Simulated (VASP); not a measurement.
# PrBe3Si (I4mm) in VASP: further runs, part 2 of 2

VASP 6.6.1.

## Step 4: Single point, PBE (13.82 Å³/atom)

This run uses another cell than the first one, of 13.82 Å³/atom.

INCAR

```
PREC = Accurate
ENCUT = 600
EDIFF = 1E-6
ISMEAR = 0
SIGMA = 0.1
LREAL = F
LASPH = T
NELM = 200
ALGO = Normal
ISIF = 2
LWAVE = F
LCHARG = F
GGA = PE
NBANDS = 18
GGA_COMPAT = F
LMAXMIX = 6
```

KPOINTS

```
Automatic mesh
0
Gamma
  12 12 12
```

POSCAR

```
PrBe3Si
1.0
   -1.9367899043      1.9367899043      4.6043779599
    1.9367899043     -1.9367899043      4.6043779599
    1.9367899043      1.9367899043     -4.6043779599
Pr Be Si
1 3 1
Direct
    0.0209950542      0.0209950542      0.0000000000
    0.3943351425      0.3943351425      0.0000000000
    0.2767338609      0.7767338609      0.5000000000
    0.7767338609      0.2767338609      0.5000000000
    0.6462020918      0.6462020918      0.0000000000
```

Potentials or basis: VASP PAW PBE potentials, release 64 (Pr_3, Be, Si), 4f in core.

Launch:

```console
> cat potpaw_PBE.64/Pr_3/POTCAR potpaw_PBE.64/Be/POTCAR potpaw_PBE.64/Si/POTCAR > POTCAR
> mpirun -np 1 vasp_std > vasp.out
```

OUTCAR:

```text
PREC = Accurate
   ENCUT = 600
   EDIFF = 1E-6
   ISMEAR = 0
   LREAL = F
   LASPH = T
   NELM = 200
   ISIF = 2
   GGA = PE

 ion  position               nearest neighbor table
   1  0.021  0.021  0.000-   3 2.97   4 2.97   4 2.97   3 2.97   5 2.97   5 2.97   5 2.97   5 2.97
                             2 2.98   2 2.98   2 2.98   2 2.98   4 3.05   3 3.05   3 3.05   4 3.05
   2  0.394  0.394  0.000-   3 2.22   4 2.22   3 2.22   4 2.22   5 2.32   1 2.98   1 2.98   1 2.98
                             1 2.98
   3  0.277  0.777  0.500-   2 2.22   2 2.22   5 2.28   5 2.28   1 2.97   1 2.97   1 3.05   1 3.05

   4  0.777  0.277  0.500-   2 2.22   2 2.22   5 2.28   5 2.28   1 2.97   1 2.97   1 3.05   1 3.05

   5  0.646  0.646  0.000-   3 2.28   4 2.28   3 2.28   4 2.28   2 2.32   1 2.97   1 2.97   1 2.97
                             1 2.97   1 3.45

  LATTYP: Found a body centered tetragonal cell.
 ALAT       =     3.8735798086
 C/A-ratio  =     2.3773244324

  Lattice vectors:

 A1 = (  -1.9367899043,   1.9367899043,   4.6043779599)
 A2 = (   1.9367899043,  -1.9367899043,   4.6043779599)
 A3 = (   1.9367899043,   1.9367899043,  -4.6043779599)

Analysis of symmetry for initial positions (statically):
=====================================================================
 Subroutine PRICEL returns:
 Original cell was already a primitive cell.

 Routine SETGRP: Setting up the symmetry group for a
 body centered tetragonal supercell.

 Subroutine GETGRP returns: Found  8 space group operations
 (whereof  8 operations were pure point group operations)
 out of a pool of 16 trial point group operations.

The static configuration has the point symmetry C_4v.

Analysis of symmetry for dynamics (positions and initial velocities):
=====================================================================
 Subroutine PRICEL returns:
 Original cell was already a primitive cell.

 Routine SETGRP: Setting up the symmetry group for a
 body centered tetragonal supercell.

 Subroutine GETGRP returns: Found  8 space group operations
[... 132 lines left out ...]
  Thomas-Fermi vector in A             =   2.237150
   LORBIT       =      0    0 simple, 1 ext, 2 COOP (PROOUT), +10 PAW based schemes
   GGA     = PE    functional components
   LHFCALC =     F    Hartree Fock is set to
   AEXX    =    0.0000 exact exchange contribution
   IVDW    =     0    specifies the selected vdW correction
   LEPSILON=     F    determine dielectric tensor
   LRPA    =     F    only Hartree local field effects (RPA)
 non-spin polarized calculation
 Gauss-broadening in eV      SIGMA  =   0.10
  energy-cutoff  :      600.00
  volume of cell :       69.09
 maximum number of plane-waves:      2330
 NGX is ok and might be reduce to    48
   NGX = 21   NGY = 21   NGZ = 21

 number of electron      21.0000000 magnetization

 Free energy of the ion-electron system (eV)
  ---------------------------------------------------
  ext. energy  EPLUGINS =         0.00000000
  ---------------------------------------------------
  free energy    TOTEN  =       -22.54158646 eV

  energy without entropy =      -22.53516177  energy(sigma->0) =      -22.53837411

 E-fermi :   5.6838     XC(G=0): -10.6165

 val. band max:        5.6649621865   @ k =   0.3333  -0.0000   0.0000
 cond. band min:       5.6923305079   @ k =  -0.4167  -0.4167   0.1667
 fundamental gap:      0.0273683214
 Fermi energy:         5.6837513616

 k-point     1 :       0.0000    0.0000    0.0000
  band No.  band energies     occupation
      1     -29.3477      2.00000
      2     -11.6219      2.00000
      3     -11.2862      2.00000
      4     -11.2862      2.00000
      5      -4.0065      2.00000
      6       1.4346      2.00000
[... 481 lines left out ...]
      5      -2.5492      2.00000
      6       0.2543      2.00000
[... 10 lines left out ...]
     17      11.5704      0.00000
     18      12.7101      0.00000

 [... further k-points ...]

------------------------ aborting loop because EDIFF is reached ----------------------------------------

  FORCE on cell =-STRESS in cart. coord.  units (eV):
  Direction    XX          YY          ZZ          XY          YZ          ZX
  --------------------------------------------------------------------------------------
  -------------------------------------------------------------------------------------
  Total        2.9328560      2.9328560      2.8864071      0.0000000      0.0000000      0.0000000
  in kB       68.0150999     68.0150999     66.9379151      0.0000000      0.0000000      0.0000000
  external PRESSURE =      67.6560383 kB  Pullay stress =       0.0000000 kB

 VOLUME and BASIS-vectors are now :
 -----------------------------------------------------------------------------
  energy-cutoff  :      600.00
  volume of cell :       69.09
      direct lattice vectors                 reciprocal lattice vectors
    -1.936789904  1.936789904  4.604377960     0.000000000  0.258159132  0.108592302
     1.936789904 -1.936789904  4.604377960     0.258159132  0.000000000  0.108592302
     1.936789904  1.936789904 -4.604377960     0.258159132  0.258159132  0.000000000

 POSITION                                       TOTAL-FORCE (eV/Angst)
 -----------------------------------------------------------------------------------
      0.00000      0.00000      0.19334        -0.000000     -0.000000      0.006202
      0.00000      0.00000      3.63134         0.000000      0.000000     -0.004679
      1.93679     -0.00000      2.54837        -0.000000      0.000000      0.004227
     -0.00000      1.93679      2.54837         0.000000     -0.000000      0.004227
      0.00000      0.00000      5.95072         0.000000      0.000000     -0.009977
 -----------------------------------------------------------------------------------
    total drift:                               -0.000000     -0.000000      0.000202

  FREE ENERGIE OF THE ION-ELECTRON SYSTEM (eV)
  ---------------------------------------------------
  free  energy   TOTEN  =       -22.5415864593 eV

  energy  without entropy=      -22.5351617677  energy(sigma->0) =      -22.53837411
```

OSZICAR:

```text
N       E                     dE             d eps       ncg     rms          rms(c)
DAV:   1     0.911467745729E+02    0.91147E+02   -0.97979E+03  5868   0.114E+03
DAV:   2    -0.179872596337E+02   -0.10913E+03   -0.10570E+03  7148   0.238E+02
DAV:   3    -0.228595017862E+02   -0.48722E+01   -0.48205E+01  9888   0.446E+01
DAV:   4    -0.229674387558E+02   -0.10794E+00   -0.10779E+00  7772   0.611E+00
DAV:   5    -0.229702389728E+02   -0.28002E-02   -0.27994E-02  9420   0.854E-01    0.743E+00
DAV:   6    -0.226292176586E+02    0.34102E+00   -0.52819E-01  7722   0.394E+00    0.431E+00
DAV:   7    -0.225464312607E+02    0.82786E-01   -0.26108E-01  9184   0.291E+00    0.787E-01
DAV:   8    -0.225418071751E+02    0.46241E-02   -0.22792E-02  7582   0.809E-01    0.225E-01
DAV:   9    -0.225415577640E+02    0.24941E-03   -0.15398E-03  9370   0.217E-01    0.935E-02
DAV:  10    -0.225415872446E+02   -0.29481E-04   -0.12496E-04  7526   0.906E-02    0.245E-02
DAV:  11    -0.225415864593E+02    0.78530E-06   -0.93704E-06  8248   0.191E-02
   1 F= -.22541586E+02 E0= -.22538374E+02  d E =-.642469E-02
```

Run time: 3.6 min. Hardware: 1 thread of Intel Xeon 6975P-C (Granite Rapids), shared host; peak memory 0.51 GiB.

Results:

```
Free energy            : -22.5416 eV
Pressure               : 6.8 GPa
Largest force          : 0.010 eV/Å
Band gap on the k mesh : zero (an odd number of electrons rules out a gap without spin polarisation)
```

Forces in eV/Å, atoms in the order of the input:
```
Pr   0.000  0.000  0.006
Be   0.000  0.000 -0.005
Be   0.000  0.000  0.004
Be   0.000  0.000  0.004
Si   0.000  0.000 -0.010
```

Levels at points of the mesh, in eV from the Fermi level:
```
           k point  band 7  band 8  band 9  band 10  band 11  band 12  band 13  band 14  band 15  band 16
(0.00, 0.00, 0.00)   -2.70   -2.45   -2.45    -1.03     1.78     1.78     2.45     3.17     3.59     6.06
(0.50, 0.00, 0.00)   -3.12   -3.04   -1.77     0.09     0.68     0.79     1.74     3.16     4.52     5.42
(0.50, 0.50, 0.00)   -4.08   -3.74   -3.08    -1.72    -0.78     3.76     4.88     4.89     6.08     6.24
(0.50, 0.50, 0.50)   -1.82   -1.82   -1.23     0.53     1.37     1.76     1.76     3.65     3.83     4.86
```

Caveat: the cell stands under pressure; spin-orbit coupling is left out, which moves the levels of the heavy elements; the 4f electrons are frozen in the core, so they carry no moment and show no levels. Spin polarisation is off, so any magnetic state and its effect on volume and gap are missing.

## Step 5: Single point, PBE (14.26 Å³/atom)

This run uses another cell than the first one, of 14.26 Å³/atom.

INCAR

```
SYSTEM = PrBe3Si
PREC = Accurate
ENCUT = 600
EDIFF = 1E-6
ISMEAR = 0
SIGMA = 0.1
LREAL = .FALSE.
LASPH = .TRUE.
NELM = 200
ALGO = Normal
ISIF = 2
LWAVE = .FALSE.
LCHARG = .TRUE.
GGA = PE
LELF = .TRUE.
LVHAR = .TRUE.
NBANDS = 18
GGA_COMPAT = .FALSE.
LMAXMIX = 6
```

KPOINTS

```
Automatic mesh
0
G
  12 12 12
  0 0 0
```

POSCAR

```
PrBe3Si
1.0
   -1.9543477122      1.9543477122      4.6663381040
    1.9543477122     -1.9543477122      4.6663381040
    1.9543477122      1.9543477122     -4.6663381040
Pr Be Si
1 3 1
Direct
    0.0208956451      0.0208956451      0.0000000000
    0.3949246839      0.3949246839      0.0000000000
    0.2765466863      0.7765466863      0.5000000000
    0.7765466863      0.2765466863      0.5000000000
    0.6460863086      0.6460863086      0.0000000000
```

Launch:

```console
> cat potpaw_PBE.64/Pr_3/POTCAR potpaw_PBE.64/Be/POTCAR potpaw_PBE.64/Si/POTCAR > POTCAR
> mpirun -np 1 vasp_std > vasp.out
```

Run time: 3.4 min. Hardware: 1 thread of Intel Xeon 6975P-C (Granite Rapids), shared host; peak memory 0.51 GiB.

Results (log left out):

- Free energy: -22.6094 eV
- Pressure: 3.2 GPa
- Band gap on the k mesh: zero (an odd number of electrons rules out a gap without spin polarisation)

Stress tensor (GPa, compression positive):
```
3.23 0.00 0.00
0.00 3.23 0.00
0.00 0.00 3.13
```

Levels at points of the mesh, in eV from the Fermi level:
```tsv
k point	band 9	band 10	band 11	band 12	band 13	band 14
(0.00, 0.00, 0.00)	-2.37	-0.96	1.72	1.72	2.35	3.06
(0.50, 0.00, 0.00)	-1.72	0.11	0.70	0.74	1.73	3.05
(0.50, 0.50, 0.00)	-3.02	-1.70	-0.84	3.58	4.67	4.74
(0.50, 0.50, 0.50)	-1.18	0.48	1.30	1.71	1.71	3.60
```

Caveat: the cell stands under pressure; spin-orbit coupling is left out, which moves the levels of the heavy elements; the 4f electrons are frozen in the core, so they carry no moment and show no levels.

## Step 6: Single point, PBE

This run uses another cell than the first one, of 14.70 Å³/atom.

INCAR

```
SYSTEM = PrBe3Si
  PREC = Accurate
  ENCUT = 600
  EDIFF = 1E-6
  ISMEAR = 0
  SIGMA = 0.1
  LREAL = .False.
  LASPH = .True.
  NELM = 200
  ALGO = Normal
  ISIF = 2
  LWAVE = .False.
  LCHARG = .True.
  GGA = PE
  LELF = .True.
  LVHAR = .True.
  NBANDS = 18
  GGA_COMPAT = .False.
  LMAXMIX = 6
```

KPOINTS

```
regular mesh
0
Gamma
  12 12 12
  0 0 0
```

POSCAR

```
PrBe3Si
1.0
   -1.9710989407      1.9710989407      4.7292392896
    1.9710989407     -1.9710989407      4.7292392896
    1.9710989407      1.9710989407     -4.7292392896
Pr Be Si
1 3 1
Direct
    0.0205850258      0.0205850258      0.0000000000
    0.3956105835      0.3956105835      0.0000000000
    0.2763859042      0.7763859042      0.5000000000
    0.7763859042      0.2763859042      0.5000000000
    0.6460325925      0.6460325925      0.0000000000
```

Potentials or basis: VASP PAW PBE potentials, release 64 (Pr_3, Be, Si), 4f in core.

Launch:

```console
> cat potpaw_PBE.64/Pr_3/POTCAR potpaw_PBE.64/Be/POTCAR potpaw_PBE.64/Si/POTCAR > POTCAR
> mpirun -np 1 vasp_std > vasp.out
```

OUTCAR:

```text
SYSTEM = PrBe3Si
   PREC = Accurate
   ENCUT = 600
   EDIFF = 1E-6
   ISMEAR = 0
   LREAL = .False.
   LASPH = .True.
   NELM = 200
   ISIF = 2
   GGA = PE

 ion  position               nearest neighbor table
   1  0.021  0.021  0.000-   2 3.03   2 3.03   2 3.03   2 3.03   5 3.03   5 3.03   5 3.03   5 3.03
                             3 3.04   4 3.04   3 3.04   4 3.04   3 3.12   4 3.12   4 3.12   3 3.12
   2  0.396  0.396  0.000-   3 2.27   4 2.27   3 2.27   4 2.27   5 2.37   1 3.03   1 3.03   1 3.03
                             1 3.03
   3  0.276  0.776  0.500-   2 2.27   2 2.27   5 2.32   5 2.32   1 3.04   1 3.04   1 3.12   1 3.12

   4  0.776  0.276  0.500-   2 2.27   2 2.27   5 2.32   5 2.32   1 3.04   1 3.04   1 3.12   1 3.12

[... 713 lines left out ...]
  Total        0.0703416      0.0703416      0.0358061      0.0000000      0.0000000     -0.0000000
  in kB        1.5333983      1.5333983      0.7805472      0.0000000      0.0000000     -0.0000000
  external PRESSURE =       1.2824479 kB  Pullay stress =       0.0000000 kB

 VOLUME and BASIS-vectors are now :
 -----------------------------------------------------------------------------
  energy-cutoff  :      600.00
  volume of cell :       73.50
      direct lattice vectors                 reciprocal lattice vectors
    -1.971098941  1.971098941  4.729239290     0.000000000  0.253665602  0.105725249
     1.971098941 -1.971098941  4.729239290     0.253665602  0.000000000  0.105725249
     1.971098941  1.971098941 -4.729239290     0.253665602  0.253665602  0.000000000

 POSITION                                       TOTAL-FORCE (eV/Angst)
 -----------------------------------------------------------------------------------
      0.00000      0.00000      0.19470         0.000000      0.000000      0.009705
      0.00000      0.00000      3.74187        -0.000000     -0.000000     -0.001197
      1.97110      0.00000      2.61419        -0.000000     -0.000000     -0.004631
      0.00000      1.97110      2.61419        -0.000000     -0.000000     -0.004631
      0.00000      0.00000      6.11049        -0.000000     -0.000000      0.000755
 -----------------------------------------------------------------------------------
    total drift:                               -0.000000     -0.000000      0.000083

  FREE ENERGIE OF THE ION-ELECTRON SYSTEM (eV)
  ---------------------------------------------------
  free  energy   TOTEN  =       -22.6316823346 eV

  energy  without entropy=      -22.6240369138  energy(sigma->0) =      -22.62785962
```

OSZICAR:

```text
N       E                     dE             d eps       ncg     rms          rms(c)
DAV:   1     0.907912053825E+02    0.90791E+02   -0.96566E+03  5868   0.113E+03
DAV:   2    -0.177766735862E+02   -0.10857E+03   -0.10528E+03  7038   0.236E+02
DAV:   3    -0.228912003614E+02   -0.51145E+01   -0.50510E+01 10052   0.445E+01
DAV:   4    -0.229952056290E+02   -0.10401E+00   -0.10384E+00  7786   0.595E+00
DAV:   5    -0.229983037800E+02   -0.30982E-02   -0.30971E-02  9342   0.867E-01    0.679E+00
DAV:   6    -0.227078149928E+02    0.29049E+00   -0.46854E-01  7742   0.359E+00    0.393E+00
DAV:   7    -0.226358924725E+02    0.71923E-01   -0.23513E-01  8974   0.273E+00    0.702E-01
DAV:   8    -0.226318473061E+02    0.40452E-02   -0.22215E-02  7774   0.773E-01    0.186E-01
DAV:   9    -0.226316545817E+02    0.19272E-03   -0.13062E-03  9148   0.201E-01    0.882E-02
DAV:  10    -0.226316823632E+02   -0.27782E-04   -0.11962E-04  7708   0.847E-02    0.242E-02
DAV:  11    -0.226316823232E+02    0.40030E-07   -0.10959E-05  8972   0.199E-02    0.908E-03
DAV:  12    -0.226316823346E+02   -0.11407E-07   -0.69501E-07  4258   0.569E-03
   1 F= -.22631682E+02 E0= -.22627860E+02  d E =-.764542E-02
```

Wall time 3.2 min (1 thread of Intel Xeon 6975P-C (Granite Rapids), shared host); peak memory 0.52 GiB.

What came out:

| Quantity | Value |
| --- | --- |
| Free energy | -22.6317 eV |
| Pressure | 0.1 GPa |
| Largest force | 0.010 eV/Å |
| Band gap on the k mesh | zero (an odd number of electrons rules out a gap without spin polarisation) |

Forces on the atoms (eV/Å):
```
Pr   0.000  0.000  0.010
Be   0.000  0.000 -0.001
Be   0.000  0.000 -0.005
Be   0.000  0.000 -0.005
Si   0.000  0.000  0.001
```

Stress tensor (GPa, compression positive):
```
0.15 0.00 0.00
0.00 0.15 0.00
0.00 0.00 0.08
```

Caveat: spin-orbit coupling is left out, which moves the levels of the heavy elements; the 4f electrons are frozen in the core, so they carry no moment and show no levels. Spin polarisation is off, so any magnetic state and its effect on volume and gap are missing.

## Step 7: Overview

```tsv
cell	gap on the mesh (eV)	pressure (GPa)	largest force (eV/Å)
a = 5.225 Å, angles 137.4, 137.4, 61.9°, 5 atoms, atomic positions A	none	15.7	0.01
a = 5.292 Å, angles 137.5, 137.5, 61.7°, 5 atoms, atomic positions A	none	10.9	0.01
a = 5.357 Å, angles 137.6, 137.6, 61.5°, 5 atoms, atomic positions B	none	6.8	0.01
a = 5.423 Å, angles 137.8, 137.8, 61.3°, 5 atoms, atomic positions B	none	3.2	-
a = 5.490 Å, angles 137.9, 137.9, 61.0°, 5 atoms, atomic positions C	none	0.1	0.01
```

Alike in all rows: task single point; level PBE; potentials or basis VASP PAW PBE potentials, release 64 (Pr_3, Be, Si), 4f in core; no spin polarisation; k mesh 12 × 12 × 12; cutoff (eV) 600; smearing gaussian 0.1 eV.

Caveats: spin-orbit coupling is left out, which moves the levels of the heavy elements; the 4f electrons are frozen in the core, so they carry no moment and show no levels; the cell stands under pressure (at least some runs).

Absolute energies hang on the potentials; compare differences alone.
